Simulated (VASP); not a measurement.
MnO:

```
CELL_PARAMETERS angstrom
0.00000 2.22295 2.22295
2.22295 0.00000 2.22295
2.22295 2.22295 0.00000
ATOMIC_POSITIONS crystal
Mn 0.00000 0.00000 0.00000
O 0.50000 0.50000 0.50000
```

Base run:

```yaml
Program: VASP 6.6.1
Functional: PBE
Potentials_or_basis: VASP PAW PBE potentials, release 64 (Mn_pv, O)
Cutoff: 600 eV
k_mesh: 8 × 8 × 8
Occupations: gaussian, width 0.05 eV
Spin: no spin polarisation
```

Its results: pressure -34.2 GPa.

Problem. After a change of settings the same cell gave: pressure -32.6 GPa. Which change was it?
A. k mesh from 8 × 8 × 8 to 4 × 4 × 4
B. occupations from gaussian, width 0.05 eV to fermi-dirac, width 0.15 eV
C. occupations from gaussian, width 0.05 eV to fermi-dirac, width 0.1 eV

Solution. C.

Caveats: an odd number of electrons without spin polarisation forces a metal; a magnetic or distorted state may lie lower; the run has no spin polarisation, though such a crystal can be magnetic.
